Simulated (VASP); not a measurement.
# B2Ru3 (Pn-3m) in VASP: notebook, part 2 of 2

VASP 6.6.1. The steps go on from the part before.

**5. Single point, PBE**

This run uses another cell than the first one, of 13.27 Å³/atom.

INCAR reads:

```
ALGO     = Fast           # electronic algorithm
EDIFF    = 1E-6           # SCF threshold, eV
ENCUT    = 520            # plane-wave cutoff, eV
GGA      = PE             # functional
ISIF     = 2              # what is computed and relaxed
ISMEAR   = 0              # smearing method
LASPH    = T              # aspherical terms in the spheres
LCHARG   = F              # write CHGCAR
LREAL    = F              # projectors in reciprocal space
LWAVE    = F              # write WAVECAR
NBANDS   = 59             # bands
NELM     = 100            # most SCF steps
PREC     = Accurate       # precision mode
SIGMA    = 0.1            # smearing width, eV
```

KPOINTS reads:

```
k-points
0
Gamma
  8 8 8
```

POSCAR reads:

```
B2Ru3
1.0
    5.1003199114      0.0000000000      0.0000000000
    0.0000000000      5.1003199114      0.0000000000
    0.0000000000      0.0000000000      5.1003199114
B Ru
4 6
Direct
    0.2500000000      0.2500000000      0.2500000000
    0.2500000000      0.7500000000      0.7500000000
    0.7500000000      0.7500000000      0.2500000000
    0.7500000000      0.2500000000      0.7500000000
    0.0000000000      0.5000000000      0.5000000000
    0.0000000000      0.5000000000      0.0000000000
    0.5000000000      0.0000000000      0.5000000000
    0.0000000000      0.0000000000      0.5000000000
    0.5000000000      0.0000000000      0.0000000000
    0.5000000000      0.5000000000      0.0000000000
```

Potentials or basis: VASP PAW PBE potentials, release 64 (B, Ru_pv).

On the command line:

```console
$ cat potpaw_PBE.64/B/POTCAR potpaw_PBE.64/Ru_pv/POTCAR > POTCAR
$ mpirun -np 1 vasp_std > vasp.out
```

OUTCAR:

```text
EDIFF = 1E-6
   ENCUT = 520
   GGA = PE
   ISIF = 2
   ISMEAR = 0
   LASPH = T
   LREAL = F
   NELM = 100
   PREC = Accurate

 ion  position               nearest neighbor table
   1  0.250  0.250  0.250-   5 2.21   6 2.21   7 2.21   8 2.21   9 2.21  10 2.21
   2  0.250  0.750  0.750-   5 2.21   6 2.21   7 2.21   8 2.21   9 2.21  10 2.21
   3  0.750  0.750  0.250-   5 2.21   6 2.21   7 2.21   8 2.21   9 2.21  10 2.21
   4  0.750  0.250  0.750-   5 2.21   6 2.21   7 2.21   8 2.21   9 2.21  10 2.21
   5  0.000  0.500  0.500-   1 2.21   2 2.21   3 2.21   4 2.21   6 2.55   8 2.55   6 2.55   8 2.55
[... 7 lines left out ...]
   9  0.500  0.000  0.000-   1 2.21   2 2.21   3 2.21   4 2.21   7 2.55  10 2.55   7 2.55  10 2.55

  10  0.500  0.500  0.000-   1 2.21   2 2.21   3 2.21   4 2.21   6 2.55   9 2.55   9 2.55   6 2.55

  LATTYP: Found a simple cubic cell.
 ALAT       =     5.1003199114

  Lattice vectors:

 A1 = (   5.1003199114,   0.0000000000,   0.0000000000)
 A2 = (   0.0000000000,   5.1003199114,   0.0000000000)
 A3 = (   0.0000000000,   0.0000000000,   5.1003199114)

Analysis of symmetry for initial positions (statically):
=====================================================================
 Subroutine PRICEL returns:
 Original cell was already a primitive cell.

 Routine SETGRP: Setting up the symmetry group for a
 simple cubic supercell.

 Subroutine GETGRP returns: Found 48 space group operations
 (whereof 24 operations were pure point group operations)
 out of a pool of 48 trial point group operations.

The static configuration has the point symmetry T_d .
 The point group associated with its full space group is O_h .

Analysis of symmetry for dynamics (positions and initial velocities):
=====================================================================
 Subroutine PRICEL returns:
 Original cell was already a primitive cell.

 Routine SETGRP: Setting up the symmetry group for a
 simple cubic supercell.

[... 150 lines left out ...]
   LEPSILON=     F    determine dielectric tensor
   LRPA    =     F    only Hartree local field effects (RPA)
 non-spin polarized calculation
 RMM-DIIS sequential band-by-band and
 Gauss-broadening in eV      SIGMA  =   0.10
  energy-cutoff  :      520.00
  volume of cell :      132.68
 maximum number of plane-waves:      3608
 NGX is ok and might be reduce to    40
   NGX = 19   NGY = 19   NGZ = 19

 number of electron      96.0000060 magnetization

 Free energy of the ion-electron system (eV)
  ---------------------------------------------------
  ext. energy  EPLUGINS =         0.00000000
  ---------------------------------------------------
  free energy    TOTEN  =       -77.45833628 eV

  energy without entropy =      -77.38863153  energy(sigma->0) =      -77.42348391

 E-fermi :   8.2011     XC(G=0): -12.2169

 val. band max:        8.1992149974   @ k =   0.2500   0.1250   0.1250
 cond. band min:       8.2089995113   @ k =   0.2500   0.2500   0.0000
 fundamental gap:      0.0097845139
 Fermi energy:         8.2010614228

 k-point     1 :       0.0000    0.0000    0.0000
  band No.  band energies     occupation
      1     -34.9974      2.00000
      2     -34.9974      2.00000
      3     -34.9974      2.00000
      4     -34.9837      2.00000
      5     -34.9837      2.00000
      6     -34.9837      2.00000
[... 1477 lines left out ...]
     58      12.7080      0.00000
     59      13.0014      0.00000

 [... further k-points ...]

------------------------ aborting loop because EDIFF is reached ----------------------------------------

  FORCE on cell =-STRESS in cart. coord.  units (eV):
  Direction    XX          YY          ZZ          XY          YZ          ZX
  --------------------------------------------------------------------------------------
  -------------------------------------------------------------------------------------
  Total        0.0115704      0.0115704      0.0115704      0.0000000      0.0000000      0.0000000
  in kB        0.1397223      0.1397223      0.1397223      0.0000000      0.0000000      0.0000000
  external PRESSURE =       0.1397223 kB  Pullay stress =       0.0000000 kB

 VOLUME and BASIS-vectors are now :
 -----------------------------------------------------------------------------
  energy-cutoff  :      520.00
  volume of cell :      132.68
      direct lattice vectors                 reciprocal lattice vectors
     5.100319911  0.000000000  0.000000000     0.196066133  0.000000000  0.000000000
     0.000000000  5.100319911  0.000000000     0.000000000  0.196066133  0.000000000
     0.000000000  0.000000000  5.100319911     0.000000000  0.000000000  0.196066133

 POSITION                                       TOTAL-FORCE (eV/Angst)
 -----------------------------------------------------------------------------------
      1.27508      1.27508      1.27508         0.000000      0.000000      0.000000
      1.27508      3.82524      3.82524         0.000000     -0.000000      0.000000
      3.82524      3.82524      1.27508        -0.000000      0.000000      0.000000
      3.82524      1.27508      3.82524        -0.000000      0.000000     -0.000000
      0.00000      2.55016      2.55016         0.000000      0.000000      0.000000
      0.00000      2.55016      0.00000        -0.000000      0.000000      0.000000
      2.55016      0.00000      2.55016         0.000000     -0.000000     -0.000000
      0.00000      0.00000      2.55016        -0.000000     -0.000000     -0.000000
      2.55016      0.00000      0.00000        -0.000000     -0.000000     -0.000000
      2.55016      2.55016      0.00000         0.000000      0.000000      0.000000
 -----------------------------------------------------------------------------------
    total drift:                               -0.000000      0.000000     -0.000000

  FREE ENERGIE OF THE ION-ELECTRON SYSTEM (eV)
  ---------------------------------------------------
  free  energy   TOTEN  =       -77.4583362838 eV

  energy  without entropy=      -77.3886315280  energy(sigma->0) =      -77.42348391
```

OSZICAR:

```text
N       E                     dE             d eps       ncg     rms          rms(c)
DAV:   1     0.109808001957E+04    0.10981E+04   -0.56624E+04  4378   0.170E+03
DAV:   2    -0.337091525476E+02   -0.11318E+04   -0.10918E+04  4411   0.515E+02
DAV:   3    -0.855767121554E+02   -0.51868E+02   -0.49163E+02  5248   0.102E+02
DAV:   4    -0.868941674172E+02   -0.13175E+01   -0.13007E+01  4796   0.141E+01
DAV:   5    -0.869287419564E+02   -0.34575E-01   -0.34528E-01  5275   0.211E+00    0.410E+01
RMM:   6    -0.777262502808E+02    0.92025E+01   -0.60277E+01  4154   0.309E+01    0.814E+00
RMM:   7    -0.774025207729E+02    0.32373E+00   -0.64543E+00  4264   0.111E+01    0.650E+00
RMM:   8    -0.774420072454E+02   -0.39486E-01   -0.12250E+00  4592   0.302E+00    0.145E+00
RMM:   9    -0.774550529632E+02   -0.13046E-01   -0.18335E-01  4906   0.128E+00    0.336E-01
RMM:  10    -0.774578948137E+02   -0.28419E-02   -0.35737E-02  4918   0.527E-01    0.178E-01
RMM:  11    -0.774582575654E+02   -0.36275E-03   -0.53470E-03  5105   0.208E-01    0.526E-02
RMM:  12    -0.774583312297E+02   -0.73664E-04   -0.10515E-03  4477   0.116E-01    0.445E-02
RMM:  13    -0.774583263785E+02    0.48513E-05   -0.35759E-04  4792   0.612E-02    0.612E-03
RMM:  14    -0.774583354920E+02   -0.91136E-05   -0.97078E-05  5115   0.261E-02    0.580E-03
RMM:  15    -0.774583362838E+02   -0.79179E-06   -0.98088E-06  3614   0.969E-03
   1 F= -.77458336E+02 E0= -.77423484E+02  d E =-.697048E-01
```

Run time: 1.9 min. Hardware: 1 thread of Intel Xeon 6975P-C (Granite Rapids), shared host; peak memory 0.36 GiB.

Results:

* Free energy: -77.4583 eV
* Pressure: 0.0 GPa
* Band gap on the k mesh: zero (bands 48 and 49 overlap by 1.03 eV)

**6. The runs side by side**

```csv
task,cell,k mesh,cutoff (eV),gap on the mesh (eV),pressure (GPa)
single point,"a = 5.036 Å, 10 atoms",4 × 4 × 4,520,none,8.8
single point,"a = 5.098 Å, 10 atoms",4 × 4 × 4,520,none,0.0
relaxation of cell and atoms,"relaxed from a = 5.036 Å, 10 atoms",4 × 4 × 4,600,none,-0.2
single point,"a = 5.100 Å, 10 atoms",8 × 8 × 8,520,none,0.0
```

Alike in all rows: level PBE; potentials or basis VASP PAW PBE potentials, release 64 (B, Ru_pv); no spin polarisation; smearing gaussian 0.1 eV.

Caveats: the cell stands under pressure (at least some runs).

Total energies depend on the potentials used, so only differences within one code and one set of settings carry meaning.
